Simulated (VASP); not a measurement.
**CsB3N3: single point with PBE**

Crystal: CsB3N3.

```
CELL_PARAMETERS angstrom
4.36877 0.00000 0.00000
-2.18438 3.78346 0.00000
0.00000 0.00000 9.62359
ATOMIC_POSITIONS crystal
Cs 0.00000 0.00000 0.50000
B 0.33333 0.66667 0.00000
B 0.66667 0.33333 0.00000
B 0.00000 0.00000 0.00000
N 0.33328 0.00000 0.00000
N 0.00000 0.33328 0.00000
N 0.66672 0.66672 0.00000
```

The cell was generated, and may not be a known phase.

```
Program                : VASP 6.6.1
Task                   : single point
Functional             : PBE
Potentials or basis    : VASP PAW PBE potentials, release 64 (Cs_sv, B, N)
Cutoff                 : 520 eV
k mesh                 : 12 × 12 × 4
Occupations            : gaussian, width 0.1 eV
Spin                   : no spin polarisation
Dipole correction      : no
Further INCAR settings : ALGO = Fast; EDIFF = 1e-06; NBANDS = 26
```

| Item | Value |
| --- | --- |
| Pressure | 0.0 GPa |
| Band gap on the k mesh | zero (an odd number of electrons rules out a gap without spin polarisation) |

Stress tensor (GPa, compression positive):
```
 0.07  0.00  0.00
 0.00  0.07  0.00
 0.00  0.00 -0.03
```

Levels at points of the mesh, in eV from the Fermi level:
```
           k point  band 13  band 14  band 15  band 16  band 17  band 18  band 19  band 20  band 21  band 22
(0.00, 0.00, 0.00)    -5.27    -5.27    -3.91    -3.91    -1.70     0.56     0.68     0.71     1.10     2.65
(0.50, 0.00, 0.00)    -7.81    -7.05    -7.05    -4.80    -0.04     0.65     0.80     1.77     1.95     3.20
(0.00, 0.00, 0.50)    -5.27    -5.27    -3.91    -3.91    -1.51     0.11     0.66     0.71     1.30     2.65
(0.50, 0.00, 0.50)    -7.81    -7.06    -7.04    -4.80    -0.01     0.48     0.81     2.07     2.34     2.69
```

Run time: 7.3 min on 1 thread of Oxide Virtual Turin-like Processor, on a shared host, peak memory 0.36 GiB.

Caveat: spin-orbit coupling is left out, which moves the levels of the heavy elements.
